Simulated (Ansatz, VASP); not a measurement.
# One calculation of ZrAl3N4, two programs

File INCAR:

```
SYSTEM = ZrAl3N4
PREC = Accurate
ENCUT = 600
EDIFF = 1E-7
ISMEAR = 0
SIGMA = 0.1
LREAL = .FALSE.
LASPH = .TRUE.
NELM = 100
ALGO = Normal
ISIF = 3
LWAVE = .FALSE.
LCHARG = .FALSE.
GGA = PE
IBRION = 2
NSW = 100
EDIFFG = -0.01
```

Contents of KPOINTS:

```
regular mesh
0
G
  10 10 10
  0 0 0
```

File POSCAR:

```
ZrAl3N4
1.0
    4.2975215348      0.0000000000      0.0000000000
    0.0000000000      4.2975215348      0.0000000000
    0.0000000000      0.0000000000      4.2975215348
Zr Al N
1 3 4
Direct
    0.0000000000      0.0000000000      0.0000000000
    0.5000000000      0.0000000000      0.5000000000
    0.5000000000      0.5000000000      0.0000000000
    0.0000000000      0.5000000000      0.5000000000
    0.0000000000      0.5000000000      0.0000000000
    0.5000000000      0.5000000000      0.5000000000
    0.0000000000      0.0000000000      0.5000000000
    0.5000000000      0.0000000000      0.0000000000
```

Input for Ansatz:

```yaml
crystal:
  lattice:
    - [4.2975215348, 0.0, 0.0]
    - [0.0, 4.2975215348, 0.0]
    - [0.0, 0.0, 4.2975215348]
  atoms:
    - { symbol: Zr, position: [0.0, 0.0, 0.0] }
    - { symbol: Al, position: [0.5, 0.0, 0.5] }
    - { symbol: Al, position: [0.5, 0.5, 0.0] }
    - { symbol: Al, position: [0.0, 0.5, 0.5] }
    - { symbol: "N", position: [0.0, 0.5, 0.0] }
    - { symbol: "N", position: [0.5, 0.5, 0.5] }
    - { symbol: "N", position: [0.0, 0.0, 0.5] }
    - { symbol: "N", position: [0.5, 0.0, 0.0] }
basis:
  ecutwfc: 420
kpoints:
  mp_grid: { grid: [10, 10, 10] }
hamiltonian:
  xc: pbe
scf:
  occupations: { method: gaussian, width: 0.1 }
output:
  forces: true
  stress: true
  eigenvalues: true
  write_density: true
  write_potential: true
  elf: true
  volumetric_format: npy
relax:
  adjacent_minimum: "off"
  f_tol: 0.01
  max_steps: 80
  cell: { stress_tol: 0.05 }
```

Alike in both runs: task relaxation of cell and atoms; functional PBE; k mesh 10 × 10 × 10; occupations gaussian, width 0.1 eV; no spin polarisation.

|  | VASP | Ansatz |
| --- | --- | --- |
| version | VASP 6.6.1 | Ansatz 0.2.0 |
| potentials or method | VASP PAW PBE potentials, release 64 (Zr_sv, Al, N), cutoff 600 eV | scalar-relativistic, plane waves, PAW |
| valence electrons in the cell | 41 | 41 |

VASP gave:

| Quantity | Value |
| --- | --- |
| gap on the k mesh at the Fermi level, each at its own relaxed structure (eV) | none |
| relaxed volume (Å³/atom) | 9.86 |
| relaxed cell length with the largest relative difference (Å) | 4.288 |

Q: Which values does Ansatz return?

A: gap on the k mesh at the Fermi level, each at its own relaxed structure (eV): none; relaxed volume (Å³/atom): 9.86; relaxed cell length with the largest relative difference (Å): 4.289.

A gap of «none» marks a metal or a gap that the smearing closes.

Noted on VASP's run: too few bands were computed for a metal, which touches its energy and stress.
